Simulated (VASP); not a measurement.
HfN: single point with LDA

Crystal: HfN.

```xyz
2
Lattice="0.0000 2.2954 2.2954 2.2954 0.0000 2.2954 2.2954 2.2954 0.0000" Properties=species:S:1:pos:R:3 pbc="T T T"
Hf    0.0000    0.0000    0.0000
N     2.2954    2.2954    2.2954
```

```yaml
Program: VASP 6.6.1
Task: single point
Functional: LDA
Potentials_or_basis: VASP PAW LDA potentials, release 64 (Hf_pv, N)
Cutoff: 520 eV
k_mesh: 11 × 11 × 11
Occupations: fermi-dirac, width 0.05 eV
Spin: no spin polarisation
```

The pressure is -21.8 GPa.

Levels at points of the mesh, in eV from the Fermi level:
| k point | band 4 | band 5 | band 6 | band 7 | band 8 | band 9 | band 10 | band 11 | band 12 | band 13 |
| --- | --- | --- | --- | --- | --- | --- | --- | --- | --- | --- |
| (0.00, 0.00, 0.00) | -16.88 | -2.83 | -2.83 | -2.83 | -0.31 | -0.31 | -0.31 | 1.60 | 1.85 | 1.85 |

Run time: 6 s on 1 thread of Intel(R) Xeon(R) 6975P-C (Granite Rapids), with other jobs on the host, peak memory 0.13 GiB.

Caveat: spin-orbit coupling is left out, which moves the levels of the heavy elements.
